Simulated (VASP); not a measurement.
Set up this calculation in VASP 6.6.1, as the native input.

```yaml
Task: single point
Functional: r2SCAN
Potentials_or_basis: VASP PAW PBE potentials, release 64 (Se, Zn)
Cutoff: 520 eV
k_mesh: 8 × 8 × 8
Occupations: fermi-dirac, width 0.05 eV
Spin: no spin polarisation
Dipole_correction: no
Further_INCAR_settings: ALGO = Normal; EDIFF = 1e-07; NBANDS = 16
```

The system is ZnSe.

```
Se Zn
1.0
     0.00000    2.83380    2.83380
     2.83380    0.00000    2.83380
     2.83380    2.83380    0.00000
Se Zn
1 1
Direct
  0.75000 0.75000 0.75000
  0.00000 0.00000 0.00000
```

These files were run (other wordings do the same):

POSCAR

```
ZnSe
1.0
    0.0000000000      2.8338000000      2.8338000000
    2.8338000000      0.0000000000      2.8338000000
    2.8338000000      2.8338000000      0.0000000000
Se Zn
1 1
Direct
    0.7500000000      0.7500000000      0.7500000000
    0.0000000000      0.0000000000      0.0000000000
```

INCAR.step1

```
PREC = Accurate
ENCUT = 520
ISMEAR = -1
SIGMA = 0.05
LREAL = False
LASPH = True
NELM = 100
NBANDS = 16
GGA = PE
ALGO = Normal
EDIFF = 1E-4
LWAVE = True
LCHARG = False
```

INCAR.step2

```
PREC = Accurate
ENCUT = 520
EDIFF = 1E-7
ISMEAR = -1
SIGMA = 0.05
LREAL = False
LASPH = True
NELM = 100
ALGO = Normal
ISIF = 2
LWAVE = False
LCHARG = True
METAGGA = R2SCAN
LMIXTAU = True
LELF = True
LVHAR = True
NBANDS = 16
ISTART = 1
```

KPOINTS

```
regular mesh
0
Gamma
  8 8 8
```

Potentials or basis: VASP PAW PBE potentials, release 64 (Se, Zn).

Launch:

```bash
$ cat potpaw_PBE.64/Se/POTCAR potpaw_PBE.64/Zn/POTCAR > POTCAR
$ cp INCAR.step1 INCAR
$ mpirun -np 1 vasp_std > vasp.out
$ cp INCAR.step2 INCAR
$ mpirun -np 1 vasp_std > vasp.out
```

It gave:

- Pressure: 0.0 GPa
- Band gap on the k mesh: 1.87 eV

Caveat: the PAW data sets were made with another functional, which shifts forces and pressure a little.

Run time: 78 s on 1 thread of Intel(R) Xeon(R) Platinum 8488C (Sapphire Rapids) (shared host), peak memory 0.18 GiB.
